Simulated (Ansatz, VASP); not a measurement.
Two plane-wave programs on Fe

```xyz
1
Lattice="-1.3762 1.3762 1.3762 1.3762 -1.3762 1.3762 1.3762 1.3762 -1.3762" Properties=species:S:1:pos:R:3 pbc="T T T"
Fe    0.0000    0.0000    0.0000
```

Alike in both runs: task relaxation of cell and atoms; functional LDA; k mesh 22 × 22 × 22; occupations gaussian, width 0.1 eV; collinear spin.

|  | VASP | Ansatz |
| --- | --- | --- |
| version | VASP 6.6.1 | Ansatz 0.2.0 |
| potentials or method | VASP PAW LDA potentials, release 64 (Fe), cutoff 600 eV | scalar-relativistic, plane waves, PAW |
| valence electrons in the cell | 8 | 16 |

```tsv
	VASP	Ansatz	Ansatz less VASP
gap on the k mesh at the Fermi level, each at its own relaxed structure (eV)	none	none	-
net moment per atom (μB)	1.94	1.99	+0.051
size of the moment on the site where the two differ most (μB)	1.91	1.99	+0.084
relaxed volume (Å³/atom)	10.36	10.41	+0.049
relaxed cell length with the largest relative difference (Å)	2.378	2.382	+0.0037
```

LDA's correlation is that of Perdew and Zunger in VASP and of Perdew and Wang (1992) in Ansatz. Site moments also hang on the region over which each program counts them. A gap of «none» marks a metal or a gap that the smearing closes. VASP's potentials hold 8 valence electrons a cell and Ansatz's 16, so a difference there can come from the potentials and not from the codes.
